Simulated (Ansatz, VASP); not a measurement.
# Ta3N: VASP beside Ansatz

```
Ta N
1.0
     3.03222    0.00000    0.00000
    -1.51611    2.62598    0.00000
     0.00000    0.00000    7.52414
Ta N
3 1
Direct
  0.66667 0.33333 0.82607
  0.33333 0.66667 0.17393
  0.00000 0.00000 0.50000
  0.00000 0.00000 0.00000
```

Alike in both runs: task single point; functional PBE-based global hybrid with a share of 0.25 of exact exchange; k mesh 6 × 6 × 2; occupations fermi-dirac, width 0.05 eV; no spin polarisation.

|  | VASP | Ansatz |
| --- | --- | --- |
| version | VASP 6.6.1 | Ansatz 0.2.0 |
| potentials or method | VASP PAW PBE potentials, release 64 (Ta_pv, N) | Ansatz PAW |
| plane-wave cutoff (eV) | 520 | 420 |
| valence electrons in the cell | 38 | 44 |

```csv
,VASP,Ansatz,Ansatz less VASP
gap on the k mesh at the Fermi level (eV),none,none,-
pressure (GPa),-5.9,-4.4,+1.56
"traceless stress, the component that is largest in VASP (GPa)",5.48,3.27,-2.215
rms of the force components (eV/Å),0.183,0.214,+0.0311
```

VASP's potentials were made for PBE, not for PBE-based global hybrid. Atom by atom the forces differ by 0.031 eV/Å (rms over components). A gap of «none» marks a metal or a gap that the smearing closes. VASP's potentials hold 38 valence electrons a cell and Ansatz's 44, so a difference there can come from the potentials and not from the codes.

The k mesh is coarse, so the values compare programs but aren't converged. Neither program's run includes spin-orbit coupling.
